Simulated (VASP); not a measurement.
# TiB (F-43m) in VASP: a series of runs

TiB is run at these levels: PBEsol; tasks: single point.

Everything below comes from runs of VASP 6.6.1. Logs are shortened: lines on timing, memory, paths and dates and some standing lists are left out, and cuts for length are marked.

## (1) The cell of the first run

It takes space group F-43m (No. 216, cubic). Conventional cell: a = 4.202 Å, b = 4.202 Å, c = 4.202 Å, α = 90.00°, β = 90.00°, γ = 90.00°. Ti (site symmetry -43m) has 4 B at 1.82 Å within 2.4 Å. B (site symmetry -43m) has 4 Ti at 1.82 Å within 2.4 Å.

## (2) Single point, PBEsol

INCAR

```
PREC = Accurate
ENCUT = 520
EDIFF = 1E-7
ISMEAR = 0
SIGMA = 0.1
LREAL = False
LASPH = True
NELM = 100
ALGO = Normal
ISIF = 2
LWAVE = False
LCHARG = False
GGA = PS
NBANDS = 14
```

KPOINTS

```
regular mesh
0
Gamma
  18 18 18
```

POSCAR

```
TiB
1.0
    0.0000000000      2.1010000000      2.1010000000
    2.1010000000      0.0000000000      2.1010000000
    2.1010000000      2.1010000000      0.0000000000
Ti B
1 1
Direct
    0.7500000000      0.7500000000      0.7500000000
    0.0000000000      0.0000000000      0.0000000000
```

Potentials or basis: VASP PAW PBE potentials, release 64 (Ti_sv, B).

Started as:

```console
$ cat potpaw_PBE.64/Ti_sv/POTCAR potpaw_PBE.64/B/POTCAR > POTCAR
$ mpirun -np 1 vasp_std > vasp.out
```

OUTCAR:

```text
PREC = Accurate
   ENCUT = 520
   EDIFF = 1E-7
   ISMEAR = 0
   LREAL = False
   LASPH = True
   NELM = 100
   ISIF = 2
   GGA = PS

 ion  position               nearest neighbor table
   1  0.750  0.750  0.750-   2 1.82   2 1.82   2 1.82   2 1.82
   2  0.000  0.000  0.000-   1 1.82   1 1.82   1 1.82   1 1.82

  LATTYP: Found a face centered cubic cell.
 ALAT       =     4.2020000000

  Lattice vectors:

 A1 = (   0.0000000000,   2.1010000000,   2.1010000000)
 A2 = (   2.1010000000,   0.0000000000,   2.1010000000)
 A3 = (   2.1010000000,   2.1010000000,   0.0000000000)

Analysis of symmetry for initial positions (statically):
=====================================================================
 Subroutine PRICEL returns:
 Original cell was already a primitive cell.

 Routine SETGRP: Setting up the symmetry group for a
 face centered cubic supercell.

 Subroutine GETGRP returns: Found 24 space group operations
 (whereof 24 operations were pure point group operations)
 out of a pool of 48 trial point group operations.

The static configuration has the point symmetry T_d .

Analysis of symmetry for dynamics (positions and initial velocities):
=====================================================================
 Subroutine PRICEL returns:
 Original cell was already a primitive cell.

 Routine SETGRP: Setting up the symmetry group for a
 face centered cubic supercell.

 Subroutine GETGRP returns: Found 24 space group operations
 (whereof 24 operations were pure point group operations)
 out of a pool of 48 trial point group operations.

The dynamic configuration has the point symmetry T_d .

 Subroutine INISYM returns: Found 24 space group operations
 (whereof 24 operations are pure point group operations),
 and found     1 'primitive' translations

----------------------------------------------------------------------------------------

                                     Primitive cell

  volume of cell :      18.5485

  direct lattice vectors                    reciprocal lattice vectors
     0.000000000  2.101000000  2.101000000    -0.237981913  0.237981913  0.237981913
     2.101000000  0.000000000  2.101000000     0.237981913 -0.237981913  0.237981913
     2.101000000  2.101000000  0.000000000     0.237981913  0.237981913 -0.237981913

  length of vectors
     2.971262695  2.971262695  2.971262695     0.412196765  0.412196765  0.412196765

  position of ions in fractional coordinates (direct lattice)
     0.750000000  0.750000000  0.750000000
     0.000000000  0.000000000  0.000000000

  ion indices of the primitive-cell ions
   primitive index   ion index
                 1           1
                 2           2

----------------------------------------------------------------------------------------

 KPOINTS: regular mesh

Automatic generation of k-mesh.
 Grid dimensions read from file:
 generate k-points for:   18   18   18

 Generating k-lattice:

  Cartesian coordinates                     Fractional coordinates (reciprocal lattice)
    -0.013221217  0.013221217  0.013221217     0.055555556  0.000000000  0.000000000
     0.013221217 -0.013221217  0.013221217     0.000000000  0.055555556  0.000000000
     0.013221217  0.013221217 -0.013221217     0.000000000  0.000000000  0.055555556

  Length of vectors
     0.022899820  0.022899820  0.022899820

  Shift w.r.t. Gamma in fractional coordinates (k-lattice)
     0.000000000  0.000000000  0.000000000

 Subroutine IBZKPT returns following result:
 ===========================================

 Found    195 irreducible k-points:

 Following reciprocal coordinates:
            Coordinates               Weight
  0.000000  0.000000  0.000000      1.000000
  0.055556  0.000000  0.000000      8.000000
  0.111111  0.000000  0.000000      8.000000
  0.166667  0.000000  0.000000      8.000000
  0.222222  0.000000  0.000000      8.000000
  0.277778  0.000000  0.000000      8.000000
[... 16 lines left out ...]
 -0.277778  0.055556  0.000000     24.000000
 -0.222222  0.055556  0.000000     24.000000
 [... further k-points ...]
   k-points           NKPTS =    195   k-points in BZ     NKDIM =    195   number of bands    NBANDS=     14
   number of dos      NEDOS =    301   number of ions     NIONS =      2
   total plane-waves  NPLWV =  13824
   dimension x,y,z NGX =    24 NGY =   24 NGZ =   24
   dimension x,y,z NGXF=    48 NGYF=   48 NGZF=   48
   ions per type =               1   1
   NGX,Y,Z   is equivalent  to a cutoff of  13.43, 13.43, 13.43 a.u.
   NGXF,Y,Z  is equivalent  to a cutoff of  26.86, 26.86, 26.86 a.u.
 SYSTEM =  unknown system
   PREC   = accura    normal or accurate (medium, high low for compatibility)
   ISTART =      0    job   : 0-new  1-cont  2-samecut
   ICHARG =      2    charge: 1-file 2-atom 10-const
   ISPIN  =      1    spin polarized calculation?
   LNONCOLLINEAR =      F non collinear calculations
   LSORBIT =      F    spin-orbit coupling
   LASPH  =      T    aspherical Exc in radial PAW
   ENCUT  =  520.0 eV  38.22 Ry    6.18 a.u.   5.52  5.52  5.52*2*pi/ulx,y,z
   NELM   =    100;   NELMIN=  2; NELMDL= -5     # of ELM steps
   EDIFF  = 0.1E-06   stopping-criterion for ELM
   LREAL  =      F    real-space projection
   EDIFFG = 0.1E-05   stopping-criterion for IOM
   NSW    =      0    number of steps for IOM
   IBRION =     -1    ionic relax: 0-MD 1-quasi-New 2-CG
   NFREE  =      0    steps in history (QN), initial steepest desc. (CG)
   ISIF   =      2    stress and relaxation
   ISYM   =      2    0-nonsym 1-usesym 2-fastsym
   POTIM  = 0.5000    time-step for ionic-motion
   TEBEG  =    0.0;   TEEND  =   0.0 temperature during run
   PSTRESS=    0.0 pullay stress
   NELECT =      15.0000    total number of electrons
   NUPDOWN=      -1.0000    fix difference up-down
   EMIN   =  10.00;   EMAX   =-10.00  energy-range for DOS
   EFERMI =   0.00;   METHOD = LEGACY
   ISMEAR =     0;   SIGMA  =   0.10  broadening in eV -4-tet -1-fermi 0-gaus
   EFERMI_NEDOS =   21; number of points for ismear=-14 and -15
   IALGO  =     38    algorithm
   IMIX   =      4    mixing-type and parameters
     AMIX     =   0.40;   BMIX     =  1.00
     AMIX_MAG =   1.60;   BMIX_MAG =  1.00
  volume/ion in A,a.u.               =       9.27        62.59
  Fermi-wavevector in a.u.,A,eV,Ry     =   1.525232  2.882270 31.651671  2.326332
  Thomas-Fermi vector in A             =   2.633430
   LORBIT       =      0    0 simple, 1 ext, 2 COOP (PROOUT), +10 PAW based schemes
   GGA     = PS    functional components
   LHFCALC =     F    Hartree Fock is set to
   AEXX    =    0.0000 exact exchange contribution
   IVDW    =     0    specifies the selected vdW correction
   LEPSILON=     F    determine dielectric tensor
   LRPA    =     F    only Hartree local field effects (RPA)
 non-spin polarized calculation
 Gauss-broadening in eV      SIGMA  =   0.10
  energy-cutoff  :      520.00
  volume of cell :       18.55
 maximum number of plane-waves:       531
 NGX is ok and might be reduce to    24
   NGX = 11   NGY = 11   NGZ = 11

 number of electron      14.9999998 magnetization

 Free energy of the ion-electron system (eV)
  ---------------------------------------------------
  ext. energy  EPLUGINS =         0.00000000
  ---------------------------------------------------
  free energy    TOTEN  =       -11.09703812 eV

  energy without entropy =      -11.09143203  energy(sigma->0) =      -11.09423507

 E-fermi :   9.2212     XC(G=0): -12.9088

 val. band max:        9.2065476140   @ k =  -0.3889   0.3889   0.0556
 cond. band min:       9.2241719446   @ k =   0.4444   0.3333   0.0000
 fundamental gap:      0.0176243306
 Fermi energy:         9.2211857673

 k-point     1 :       0.0000    0.0000    0.0000
  band No.  band energies     occupation
      1     -45.4441      2.00000
      2     -21.6431      2.00000
      3     -21.6431      2.00000
      4     -21.6431      2.00000
      5       0.1779      2.00000
      6       7.2595      2.00000
      7       7.2595      2.00000
      8       7.2595      2.00000
      9      12.4427      0.00000
     10      12.4427      0.00000
     11      21.4635      0.00000
     12      21.9706      0.00000
     13      21.9706      0.00000
     14      21.9706      0.00000

 k-point     2 :       0.0556    0.0000    0.0000
  band No.  band energies     occupation
      1     -45.4406      2.00000
      2     -21.6682      2.00000
      3     -21.6467      2.00000
      4     -21.6467      2.00000
      5       0.2662      2.00000
      6       7.2226      2.00000
      7       7.2991      2.00000
      8       7.2991      2.00000
      9      12.4041      0.00000
     10      12.4041      0.00000
     11      21.4943      0.00000
     12      21.8807      0.00000
     13      21.9972      0.00000
     14      21.9972      0.00000

 k-point     3 :       0.1111    0.0000    0.0000
  band No.  band energies     occupation
      1     -45.4304      2.00000
      2     -21.7399      2.00000
      3     -21.6570      2.00000
      4     -21.6570      2.00000
      5       0.5246      2.00000
      6       7.1204      2.00000
      7       7.4093      2.00000
      8       7.4093      2.00000
      9      12.3106      0.00000
     10      12.3106      0.00000
     11      21.1200      0.00000
     12      22.0358      0.00000
     13      22.0358      0.00000
     14      22.0915      0.00000

 k-point     4 :       0.1667    0.0000    0.0000
  band No.  band energies     occupation
      1     -45.4147      2.00000
      2     -21.8487      2.00000
      3     -21.6728      2.00000
      4     -21.6728      2.00000
      5       0.9337      2.00000
      6       6.9757      2.00000
      7       7.5650      2.00000
      8       7.5650      2.00000
      9      12.2192      0.00000
     10      12.2192      0.00000
     11      20.3363      0.00000
     12      21.9857      0.00000
     13      21.9857      0.00000
     14      22.5991      0.00000

 k-point     5 :       0.2222    0.0000    0.0000
  band No.  band energies     occupation
      1     -45.3954      2.00000
      2     -21.9800      2.00000
      3     -21.6920      2.00000
      4     -21.6920      2.00000
      5       1.4604      2.00000
      6       6.8202      2.00000
      7       7.7272      2.00000
      8       7.7272      2.00000
      9      12.2013      0.00000
     10      12.2013      0.00000
     11      19.3319      0.00000
[... 276 lines left out ...]
 k-point    22 :      -0.3333    0.0556    0.0000
  band No.  band energies     occupation
      1     -45.3477      2.00000
      2     -22.2781      2.00000
      3     -21.7634      2.00000
      4     -21.7312      2.00000
      5       2.8933      2.00000
      6       6.6020      2.00000
      7       7.9046      2.00000
      8       7.9918      2.00000
      9      12.3796      0.00000
     10      12.9942      0.00000
     11      16.6212      0.00000
     12      20.0311      0.00000
     13      20.7156      0.00000
     14      22.0950      0.00000

 k-point    23 :      -0.2778    0.0556    0.0000
  band No.  band energies     occupation
      1     -45.3660      2.00000
      2     -22.1607      2.00000
      3     -21.7466      2.00000
      4     -21.7110      2.00000
      5       2.3220      2.00000
      6       6.6468      2.00000
      7       7.8730      2.00000
      8       7.9283      2.00000
      9      12.0735      0.00000
     10      12.6967      0.00000
     11      17.7519      0.00000
     12      20.6232      0.00000
     13      21.3766      0.00000
     14      22.5989      0.00000

 k-point    24 :      -0.2222    0.0556    0.0000
  band No.  band energies     occupation
      1     -45.3862      2.00000
      2     -22.0285      2.00000
      3     -21.7259      2.00000
      4     -21.6902      2.00000
      5       1.7219      2.00000
      6       6.7531      2.00000
      7       7.7925      2.00000
      8       7.8063      2.00000
      9      11.9315      0.00000
     10      12.4952      0.00000
     11      18.9321      0.00000
     12      21.1203      0.00000
     13      21.8803      0.00000
     14      23.0631      0.00000

 [... further k-points ...]
[... 5 lines left out ...]
  --------------------------------------------------------------------------------------
  -------------------------------------------------------------------------------------
  Total       12.9902928     12.9902928     12.9902928      0.0000000      0.0000000      0.0000000
  in kB     1122.0736640   1122.0736640   1122.0736640      0.0000000      0.0000000      0.0000000
  external PRESSURE =    1122.0736640 kB  Pullay stress =       0.0000000 kB

 VOLUME and BASIS-vectors are now :
 -----------------------------------------------------------------------------
  energy-cutoff  :      520.00
  volume of cell :       18.55
      direct lattice vectors                 reciprocal lattice vectors
     0.000000000  2.101000000  2.101000000    -0.237981913  0.237981913  0.237981913
     2.101000000  0.000000000  2.101000000     0.237981913 -0.237981913  0.237981913
     2.101000000  2.101000000  0.000000000     0.237981913  0.237981913 -0.237981913

 POSITION                                       TOTAL-FORCE (eV/Angst)
 -----------------------------------------------------------------------------------
      3.15150      3.15150      3.15150         0.000000      0.000000      0.000000
      0.00000      0.00000      0.00000        -0.000000     -0.000000     -0.000000
 -----------------------------------------------------------------------------------
    total drift:                                0.000001      0.000001      0.000001

  FREE ENERGIE OF THE ION-ELECTRON SYSTEM (eV)
  ---------------------------------------------------
  free  energy   TOTEN  =       -11.0970381223 eV

  energy  without entropy=      -11.0914320271  energy(sigma->0) =      -11.09423507
```

Wall time 17 s (1 thread of Intel Xeon 6975P-C (Granite Rapids), shared host); peak memory 0.18 GiB.

Results:

```yaml
Free_energy: -11.0970 eV
Pressure: 112.2 GPa
```

Levels at points of the mesh, in eV from the Fermi level:
```csv
k point,band 6,band 7,band 8,band 9,band 10,band 11
"(0.00, 0.00, 0.00)",-1.96,-1.96,-1.96,3.22,3.22,12.24
"(0.50, 0.00, 0.00)",-2.52,-1.27,-1.27,4.14,4.14,5.89
"(0.50, 0.50, 0.00)",-4.27,1.01,1.89,1.89,4.69,6.09
```

Caveat: the PAW data sets were made with another functional, which shifts forces and pressure a little.

[end of part 1 of 2]
